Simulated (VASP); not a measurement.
# RbCl (Fm-3m) in VASP: a series of runs, part 3 of 3

VASP 6.6.1. Earlier steps stand in the parts before.

**4. Single point, r2SCAN (35.04 Å³/atom)**

This run uses another cell than the first one, of 35.04 Å³/atom.

The input, POSCAR:

```
RbCl
1.0
    0.0000000000      3.2723329774      3.2723329774
    3.2723329774      0.0000000000      3.2723329774
    3.2723329774      3.2723329774      0.0000000000
Rb Cl
1 1
Direct
    0.0000000000      0.0000000000      0.0000000000
    0.5000000000      0.5000000000      0.5000000000
```

The input, INCAR.step1:

```
SYSTEM = RbCl
ALGO = Normal ; EDIFF = 1E-5
ENCUT = 550 ; GGA = PE
GGA_COMPAT = .FALSE. ; ISMEAR = 0
LASPH = .TRUE. ; LCHARG = .FALSE.
LREAL = .FALSE. ; LWAVE = .TRUE.
NBANDS = 15 ; NELM = 120
PREC = Accurate ; SIGMA = 0.01
```

The input, INCAR.step2:

```
SYSTEM = RbCl
ALGO = Normal ; EDIFF = 1E-6
ENCUT = 550 ; GGA_COMPAT = .FALSE.
ISIF = 2 ; ISMEAR = 0
ISTART = 1 ; LASPH = .TRUE.
LCHARG = .FALSE. ; LMIXTAU = .TRUE.
LREAL = .FALSE. ; LWAVE = .FALSE.
METAGGA = R2SCAN ; NBANDS = 15
NELM = 120 ; PREC = Accurate
SIGMA = 0.01
```

The input, KPOINTS:

```
k-points
0
G
  6 6 6
  0 0 0
```

Potentials or basis: VASP PAW PBE potentials, release 64 (Rb_sv, Cl).

Command:

```bash
> cat potpaw_PBE.64/Rb_sv/POTCAR potpaw_PBE.64/Cl/POTCAR > POTCAR
> cp INCAR.step1 INCAR
> mpirun -np 1 vasp_std > vasp.out
> cp INCAR.step2 INCAR
> mpirun -np 1 vasp_std > vasp.out
```

OUTCAR:

```text
SYSTEM = RbCl
   EDIFF = 1E-6
   ENCUT = 550
   ISIF = 2
   ISMEAR = 0
   ISTART = 1
   LASPH = .TRUE.
   LREAL = .FALSE.
   METAGGA = R2SCAN
   NELM = 120
   PREC = Accurate

 ion  position               nearest neighbor table
   1  0.000  0.000  0.000-   2 3.27   2 3.27   2 3.27   2 3.27   2 3.27   2 3.27
   2  0.500  0.500  0.500-   1 3.27   1 3.27   1 3.27   1 3.27   1 3.27   1 3.27

  LATTYP: Found a face centered cubic cell.
 ALAT       =     6.5446659548

  Lattice vectors:

 A1 = (   0.0000000000,   3.2723329774,   3.2723329774)
 A2 = (   3.2723329774,   0.0000000000,   3.2723329774)
 A3 = (   3.2723329774,   3.2723329774,   0.0000000000)

Analysis of symmetry for initial positions (statically):
=====================================================================
 Subroutine PRICEL returns:
 Original cell was already a primitive cell.

 Routine SETGRP: Setting up the symmetry group for a
 face centered cubic supercell.

 Subroutine GETGRP returns: Found 48 space group operations
 (whereof 48 operations were pure point group operations)
 out of a pool of 48 trial point group operations.

The static configuration has the point symmetry O_h .

[... 165 lines left out ...]
      6      -2.2340      2.00000
      7      -2.2340      2.00000
      8      -2.2340      2.00000
      9       3.4218      0.00000
     10       6.3885      0.00000
     11       6.3885      0.00000
     12       6.3885      0.00000
     13       7.5729      0.00000
     14       7.5729      0.00000
[... 257 lines left out ...]
      2     -14.7730      2.00000
      3     -10.5666      2.00000
      4     -10.4833      2.00000
      5     -10.3499      2.00000
      6      -2.5972      2.00000
      7      -2.5215      2.00000
      8      -2.4128      2.00000
      9       5.1473      0.00000
     10       6.8839      0.00000
     11       7.5190      0.00000
     12       8.6056      0.00000
     13       9.5875      0.00000
     14      10.4050      0.00000
     15      10.9098      0.00000

------------------------ aborting loop because EDIFF is reached ----------------------------------------

  FORCE on cell =-STRESS in cart. coord.  units (eV):
  Direction    XX          YY          ZZ          XY          YZ          ZX
  --------------------------------------------------------------------------------------
  -------------------------------------------------------------------------------------
  Total        0.2588335      0.2588335      0.2588335      0.0000000      0.0000000     -0.0000000
  in kB        5.9173688      5.9173688      5.9173688      0.0000000      0.0000000     -0.0000000
  external PRESSURE =       5.9173688 kB  Pullay stress =       0.0000000 kB

 VOLUME and BASIS-vectors are now :
 -----------------------------------------------------------------------------
  energy-cutoff  :      550.00
  volume of cell :       70.08
      direct lattice vectors                 reciprocal lattice vectors
     0.000000000  3.272332977  3.272332977    -0.152796187  0.152796187  0.152796187
     3.272332977  0.000000000  3.272332977     0.152796187 -0.152796187  0.152796187
     3.272332977  3.272332977  0.000000000     0.152796187  0.152796187 -0.152796187

 POSITION                                       TOTAL-FORCE (eV/Angst)
 -----------------------------------------------------------------------------------
      0.00000      0.00000      0.00000        -0.000000      0.000000      0.000000
      3.27233      3.27233      3.27233         0.000000     -0.000000     -0.000000
 -----------------------------------------------------------------------------------
    total drift:                                0.000000      0.000000      0.000000

  FREE ENERGIE OF THE ION-ELECTRON SYSTEM (eV)
  ---------------------------------------------------
  free  energy   TOTEN  =       -24.3812294943 eV

  energy  without entropy=      -24.3812294943  energy(sigma->0) =      -24.38122949
```

OUTCAR.step1:

```text
SYSTEM = RbCl
   EDIFF = 1E-5
   ENCUT = 550
   GGA = PE
   ISMEAR = 0
   LASPH = .TRUE.
   LREAL = .FALSE.
[... 497 lines left out ...]
      0.00000      0.00000      0.00000        -0.000000     -0.000000      0.000000
      3.27233      3.27233      3.27233         0.000000      0.000000     -0.000000
 -----------------------------------------------------------------------------------
    total drift:                                0.000000      0.000000      0.000000

  FREE ENERGIE OF THE ION-ELECTRON SYSTEM (eV)
  ---------------------------------------------------
  free  energy   TOTEN  =        -6.6574325283 eV

  energy  without entropy=       -6.6574325283  energy(sigma->0) =       -6.65743253
```

OSZICAR.step1:

```text
N       E                     dE             d eps       ncg     rms          rms(c)
DAV:   1     0.852998935774E+02    0.85300E+02   -0.70930E+03   480   0.973E+02
DAV:   2    -0.983409594284E+00   -0.86283E+02   -0.78132E+02   686   0.171E+02
DAV:   3    -0.686815218219E+01   -0.58847E+01   -0.58466E+01   672   0.461E+01
DAV:   4    -0.701378217097E+01   -0.14563E+00   -0.14561E+00   682   0.678E+00
DAV:   5    -0.701479364773E+01   -0.10115E-02   -0.10114E-02   663   0.579E-01    0.326E+00
DAV:   6    -0.666323718545E+01    0.35156E+00   -0.48778E-01   578   0.347E+00    0.250E+00
DAV:   7    -0.664193927774E+01    0.21298E-01   -0.12178E-01   655   0.186E+00    0.147E+00
DAV:   8    -0.665576673668E+01   -0.13827E-01   -0.16303E-02   587   0.801E-01    0.166E-01
DAV:   9    -0.665680610505E+01   -0.10394E-02   -0.13761E-03   613   0.200E-01    0.102E-01
DAV:  10    -0.665741100718E+01   -0.60490E-03   -0.54183E-04   515   0.146E-01    0.159E-02
DAV:  11    -0.665742521317E+01   -0.14206E-04   -0.21777E-05   612   0.301E-02    0.859E-03
DAV:  12    -0.665743252833E+01   -0.73152E-05   -0.12340E-05   500   0.223E-02
   1 F= -.66574325E+01 E0= -.66574325E+01  d E =-.195042E-21
```

It took 45 s on 1 thread of Intel Xeon Platinum 8488C (Sapphire Rapids), shared host; peak memory 0.21 GiB.

Results:

```yaml
Free_energy: -24.3812 eV
Pressure: 0.6 GPa
Band_gap_on_the_k_mesh: 5.66 eV
```

Levels at points of the mesh, in eV from the valence-band top:
```tsv
k point	band 4	band 5	band 6	band 7	band 8	band 9	band 10	band 11	band 12	band 13
(0.00, 0.00, 0.00)	-8.10	-8.10	0.00	0.00	0.00	5.66	8.62	8.62	8.62	9.81
(0.50, 0.00, 0.00)	-8.11	-8.07	-0.87	-0.35	-0.35	8.28	8.60	10.97	10.97	12.14
(0.50, 0.50, 0.00)	-8.21	-8.21	-0.32	-0.10	-0.10	6.65	8.99	10.31	10.99	11.43
```

Caveat: the PAW data sets were made with another functional, which shifts forces and pressure a little.

**5. Single point, r2SCAN**

This run uses another cell than the first one, of 36.12 Å³/atom.

The input, POSCAR:

```
RbCl
1.0
    0.0000000000      3.3057264366      3.3057264366
    3.3057264366      0.0000000000      3.3057264366
    3.3057264366      3.3057264366      0.0000000000
Rb Cl
1 1
Direct
    0.0000000000      0.0000000000      0.0000000000
    0.5000000000      0.5000000000      0.5000000000
```

The input, INCAR.step1:

```
  ALGO = Normal
  EDIFF = 1E-5
  ENCUT = 550
  GGA = PE
  GGA_COMPAT = False
  ISMEAR = 0
  LASPH = True
  LCHARG = False
  LREAL = False
  LWAVE = True
  NBANDS = 15
  NELM = 120
  PREC = Accurate
  SIGMA = 0.01
```

The input, INCAR.step2:

```
  ALGO = Normal
  EDIFF = 1E-6
  ENCUT = 550
  GGA_COMPAT = False
  ISIF = 2
  ISMEAR = 0
  ISTART = 1
  LASPH = True
  LCHARG = True
  LELF = True
  LMIXTAU = True
  LREAL = False
  LVHAR = True
  LWAVE = False
  METAGGA = R2SCAN
  NBANDS = 15
  NELM = 120
  PREC = Accurate
  SIGMA = 0.01
```

The input, KPOINTS:

```
k-points
0
Gamma
  6 6 6
```

Command:

```bash
> cat potpaw_PBE.64/Rb_sv/POTCAR potpaw_PBE.64/Cl/POTCAR > POTCAR
> cp INCAR.step1 INCAR
> mpirun -np 1 vasp_std > vasp.out
> cp INCAR.step2 INCAR
> mpirun -np 1 vasp_std > vasp.out
```

Run time: 46 s. Hardware: 1 thread of Intel Xeon Platinum 8488C (Sapphire Rapids), shared host; peak memory 0.21 GiB.

It converged, with:

```
Free energy            : -24.3856 eV
Pressure               : 0.0 GPa
Band gap on the k mesh : 5.56 eV
```

Levels at points of the mesh, in eV from the valence-band top:
| k point | band 5 | band 6 | band 7 | band 8 | band 9 | band 10 | band 11 | band 12 |
| --- | --- | --- | --- | --- | --- | --- | --- | --- |
| (0.00, 0.00, 0.00) | -8.17 | 0.00 | 0.00 | 0.00 | 5.56 | 8.61 | 8.61 | 8.61 |
| (0.50, 0.00, 0.00) | -8.15 | -0.83 | -0.32 | -0.32 | 8.18 | 8.49 | 10.86 | 10.86 |
| (0.50, 0.50, 0.00) | -8.27 | -0.33 | -0.10 | -0.10 | 6.67 | 8.85 | 10.14 | 10.92 |

Caveat: the PAW data sets were made with another functional, which shifts forces and pressure a little. r2SCAN opens gaps a little over a GGA but as a rule still falls short of measured ones.

**6. Summary**

```csv
level,cell,cutoff (eV),gap on the mesh (eV),pressure (GPa)
PBE,"a = 4.829 Å, angles 60.0°, 2 atoms",500,4.66,-0.7
r2SCAN,"a = 4.580 Å, angles 60.0°, 2 atoms",550,5.76,1.3
r2SCAN,"a = 4.628 Å, angles 60.0°, 2 atoms",550,5.66,0.6
r2SCAN,"a = 4.675 Å, angles 60.0°, 2 atoms",550,5.56,0.0
```

Alike in all rows: task single point; potentials or basis VASP PAW PBE potentials, release 64 (Rb_sv, Cl); no spin polarisation; k mesh 6 × 6 × 6; smearing gaussian 0.01 eV.

Caveats: the PAW data sets were made with another functional, which shifts forces and pressure a little (at least some runs).

Absolute energies hang on the potentials; compare differences alone.
